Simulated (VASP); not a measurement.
## Si48O (a cell with a defect): single point with PBE

System: Si48O (a cell with a defect).

```
CELL_PARAMETERS angstrom
-3.85128 6.67061 -6.36502
7.70256 0.00000 -6.36502
-3.85128 -6.67061 -6.36502
ATOMIC_POSITIONS crystal
Si 0.31254 0.14329 0.48174
Si 0.97895 0.31185 0.64471
Si 0.64471 0.97895 0.31185
Si 0.47418 0.81337 0.64617
Si 0.14329 0.48174 0.31254
Si 0.81337 0.64617 0.47418
Si 0.48174 0.31254 0.14329
Si 0.13128 0.97651 0.82206
Si 0.82206 0.13128 0.97651
Si 0.31185 0.64471 0.97895
Si 0.97651 0.82206 0.13128
Si 0.64617 0.47418 0.81337
Si 0.98038 0.14888 0.31307
Si 0.64452 0.31268 0.47868
Si 0.31307 0.98038 0.14888
Si 0.13768 0.81183 0.48520
Si 0.81183 0.48520 0.13768
Si 0.47868 0.64452 0.31268
Si 0.14888 0.31307 0.98038
Si 0.80878 0.97768 0.63954
Si 0.48520 0.13768 0.81183
Si 0.97768 0.63954 0.80878
Si 0.63954 0.80878 0.97768
Si 0.31268 0.47868 0.64452
Si 0.18716 0.01997 0.35916
Si 0.85439 0.18862 0.52148
Si 0.52148 0.85439 0.18862
Si 0.35159 0.69005 0.52080
Si 0.01997 0.35916 0.18716
Si 0.69005 0.52080 0.35159
Si 0.35916 0.18716 0.01997
Si 0.01127 0.85682 0.70206
Si 0.70206 0.01127 0.85682
Si 0.18862 0.52148 0.85439
Si 0.85682 0.70206 0.01127
Si 0.52080 0.35159 0.69005
Si 0.85565 0.02455 0.19379
Si 0.52066 0.18881 0.35465
Si 0.19379 0.85565 0.02455
Si 0.02151 0.69565 0.34813
Si 0.69565 0.34813 0.02151
Si 0.35465 0.52066 0.18881
Si 0.02455 0.19379 0.85565
Si 0.68446 0.85296 0.52027
Si 0.34813 0.02151 0.69565
Si 0.85296 0.52027 0.68446
Si 0.52027 0.68446 0.85296
Si 0.18881 0.35465 0.52066
O 0.91667 0.91667 0.91667
```

This cell differs from its parent crystal: with an interstitial atom, then relaxed in part.

```
Program                : VASP 6.6.1
Task                   : single point
Functional             : PBE
Potentials or basis    : VASP PAW PBE potentials, release 64 (Si, O)
Cutoff                 : 520 eV
k mesh                 : 1 × 1 × 1
Occupations            : gaussian, width 0.02 eV
Spin                   : collinear spin
Dipole correction      : no
Charge                 : 1
Further INCAR settings : LREAL = Auto; ALGO = Normal; EDIFF = 1e-06; NBANDS = 133; NELECT = 197.0
```

```yaml
Largest_force: 0.008 eV/Å
Net_moment: 1.00 μB per cell
Valence_electrons_inside_the_program's_atomic_spheres: Si 1.66, 1.67, 1.63, 1.68 (each value once); O 4.91
```

Forces on the atoms (eV/Å):
```
Si   0.002 -0.001 -0.004
Si  -0.004 -0.003 -0.004
Si  -0.001  0.005 -0.004
Si   0.001  0.000 -0.003
Si   0.000  0.002 -0.004
Si  -0.001  0.001 -0.003
Si  -0.002 -0.001 -0.004
Si  -0.002 -0.003  0.004
Si  -0.002  0.003  0.004
Si   0.004 -0.002 -0.004
Si   0.003  0.000  0.004
Si   0.000 -0.001 -0.003
Si   0.001  0.002 -0.002
Si   0.001  0.003 -0.002
Si   0.001 -0.002 -0.002
Si   0.001  0.008 -0.002
Si  -0.007 -0.003 -0.002
Si   0.003 -0.002 -0.002
Si  -0.003  0.000 -0.002
Si   0.002  0.001 -0.005
Si   0.006 -0.004 -0.002
Si  -0.002  0.001 -0.005
Si   0.000 -0.002 -0.005
Si  -0.003 -0.001 -0.002
Si  -0.001  0.000  0.003
Si  -0.004 -0.002  0.004
Si   0.001  0.005  0.004
Si  -0.002 -0.001  0.004
Si   0.000 -0.001  0.003
Si   0.002 -0.001  0.004
Si   0.001  0.001  0.003
Si   0.002 -0.003 -0.004
Si  -0.003  0.000 -0.004
Si   0.004 -0.003  0.004
Si   0.002  0.003 -0.004
Si   0.000  0.002  0.004
Si   0.000 -0.002  0.005
Si  -0.003 -0.002  0.002
Si  -0.002  0.001  0.005
Si  -0.006 -0.004  0.002
Si   0.007 -0.003  0.002
Si  -0.001  0.003  0.002
Si   0.002  0.001  0.005
Si  -0.001 -0.002  0.002
Si  -0.001  0.008  0.002
Si   0.003  0.000  0.002
Si  -0.001  0.002  0.002
Si   0.003 -0.001  0.002
O    0.000  0.000  0.000
```

Levels at points of the mesh, in eV from the Fermi level:
Spin up:
| k point | band 95 | band 96 | band 97 | band 98 | band 99 | band 100 | band 101 | band 102 |
| --- | --- | --- | --- | --- | --- | --- | --- | --- |
| (0.00, 0.00, 0.00) | -1.04 | -0.85 | -0.85 | -0.56 | 0.00 | 0.00 | 0.44 | 0.44 |
Spin down:
| k point | band 94 | band 95 | band 96 | band 97 | band 98 | band 99 | band 100 | band 101 | band 102 | band 103 |
| --- | --- | --- | --- | --- | --- | --- | --- | --- | --- | --- |
| (0.00, 0.00, 0.00) | -1.38 | -1.02 | -0.83 | -0.83 | -0.55 | 0.05 | 0.05 | 0.45 | 0.45 | 0.57 |

Run time: 16 min on 1 thread of Intel(R) Xeon(R) Platinum 8259CL CPU @ 2.50GHz (Skylake/Cascade Lake), on a shared host, peak memory 1.3 GiB.

Caveat: the k points lie up to 0.64 Å⁻¹ apart; the cell carries a net charge on a neutralising background, which shifts energy and pressure; the cell differs from its parent crystal (with an interstitial atom, then relaxed in part); the cell is charged against a uniform background, so pressure and absolute levels hang on convention.
